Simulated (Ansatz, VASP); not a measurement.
**P: VASP beside Ansatz**

```xyz
4
Lattice="-2.9733 2.9733 1.7845 2.9733 -2.9733 1.7845 2.9733 2.9733 -1.7845" Properties=species:S:1:pos:R:3 pbc="T T T"
P     1.0734    1.0734    1.7845
P     1.8999    1.8999    0.0000
P     1.0734   -1.0734    1.7845
P    -1.0734    1.0734    1.7845
```

Alike in both runs: task relaxation of cell and atoms; functional PBE; k mesh 6 × 6 × 6; occupations gaussian, width 0.1 eV; no spin polarisation.

|  | VASP | Ansatz |
| --- | --- | --- |
| version | VASP 6.6.1 | Ansatz 0.2.0 |
| potentials or method | VASP PAW PBE potentials, release 64 (P), cutoff 600 eV | scalar-relativistic, plane waves, PAW |
| valence electrons in the cell | 20 | 20 |

```csv
,VASP,Ansatz,Ansatz less VASP
"gap on the k mesh at the Fermi level, each at its own relaxed structure (eV)",none,none,-
relaxed volume (Å³/atom),14.55,14.55,+0.002
relaxed length of the cell vector where the two differ most in proportion (Å),4.229,4.229,+0.0001
```

A gap of «none» marks a metal or a gap that the smearing closes.
